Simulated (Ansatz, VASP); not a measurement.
**W: VASP beside Ansatz**

Contents of POSCAR:

```
W
1.0
    0.0000000000      2.0355026659      2.0355026659
    2.0355026659      0.0000000000      2.0355026659
    2.0355026659      2.0355026659      0.0000000000
W
1
Direct
    0.0000000000      0.0000000000      0.0000000000
```

Contents of INCAR.step1:

```
SYSTEM = W
  PREC = Accurate
  ENCUT = 520
  ISMEAR = -1
  SIGMA = 0.1
  LREAL = .FALSE.
  LASPH = .TRUE.
  NELM = 80
  NBANDS = 13
  GGA = PE
  ALGO = Normal
  EDIFF = 1E-4
  LWAVE = .TRUE.
  LCHARG = .FALSE.
```

INCAR.step2

```
SYSTEM = W
  PREC = Accurate
  ENCUT = 520
  EDIFF = 1E-6
  ISMEAR = -1
  SIGMA = 0.1
  LREAL = .FALSE.
  LASPH = .TRUE.
  NELM = 80
  ALGO = Normal
  ISIF = 2
  LWAVE = .FALSE.
  LCHARG = .FALSE.
  METAGGA = R2SCAN
  LMIXTAU = .TRUE.
  NBANDS = 13
  ISTART = 1
```

File KPOINTS:

```
regular mesh
0
G
  15 15 15
  0 0 0
```

Input for Ansatz:

```yaml
crystal:
  lattice:
    - [0.0, 2.0355026659, 2.0355026659]
    - [2.0355026659, 0.0, 2.0355026659]
    - [2.0355026659, 2.0355026659, 0.0]
  atoms:
    - { symbol: W, position: [0.0, 0.0, 0.0] }
hamiltonian:
  xc: r2scan
  pseudopotentials:
    kind: paw
    azcp:
      W: "pseudopotentials/W.paw.azcp"
basis:
  ecutwfc: 500
  fft_grid_basis: typed
kpoints:
  mp_grid: { grid: [15, 15, 15], shift: [0, 0, 0] }
magnetization:
  spin_polarized: false
scf:
  occupations: { method: fermi_dirac, width: 0.1 }
  lower_state_search: "off"
output:
  stress: true
  write_density: true
  write_potential: true
  elf: true
  volumetric_format: npy
```

Alike in both runs: task single point; functional r2SCAN; k mesh 15 × 15 × 15; occupations fermi-dirac, width 0.1 eV; no spin polarisation.

|  | VASP | Ansatz |
| --- | --- | --- |
| version | VASP 6.6.1 | Ansatz 0.2.0 |
| potentials or method | VASP PAW PBE potentials, release 64 (W_sv), cutoff 520 eV | plane waves (500 eV) with PAW, scalar-relativistic |
| valence electrons in the cell | 14 | 14 |

```csv
,VASP,Ansatz,Ansatz less VASP
pressure (GPa),-10.1,-11.1,-0.93
```

VASP's potentials were made for PBE, not for r2SCAN. With one functional, cell and mesh, what is left measures potentials, basis and numerics.

Spin-orbit coupling is off throughout.
